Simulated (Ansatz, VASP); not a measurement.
Two plane-wave programs on RbBr

```
CELL_PARAMETERS angstrom
0.00000 3.42750 3.42750
3.08475 0.00000 3.42750
3.08475 3.42750 0.00000
ATOMIC_POSITIONS crystal
Rb 0.00000 0.00000 0.00000
Br 0.50000 0.50000 0.50000
```

Change from the starting cell: strain -0.1000 x Voigt [1, 0, 0, 0, 0, 0], atoms carried along.

Alike in both runs: task single point; functional PBEsol; k mesh 6 × 6 × 6; occupations gaussian, width 0.05 eV; no spin polarisation.

|  | VASP | Ansatz |
| --- | --- | --- |
| version | VASP 6.6.1 | Ansatz 0.2.0 |
| potentials or method | VASP PAW PBE potentials, release 64 (Rb_sv, Br), cutoff 520 eV | scalar-relativistic, plane waves, PAW |
| valence electrons in the cell | 16 | 16 |

```tsv
	VASP	Ansatz	Ansatz less VASP
gap on the k mesh at the Fermi level (eV)	4.21	4.21	+0.006
least direct gap on the mesh (eV)	4.21	4.21	+0.006
pressure (GPa)	2.7	2.6	-0.07
traceless stress, the component that is largest in VASP (GPa)	4.47	4.40	-0.065
```

VASP's potentials were made for PBE, not for PBEsol.
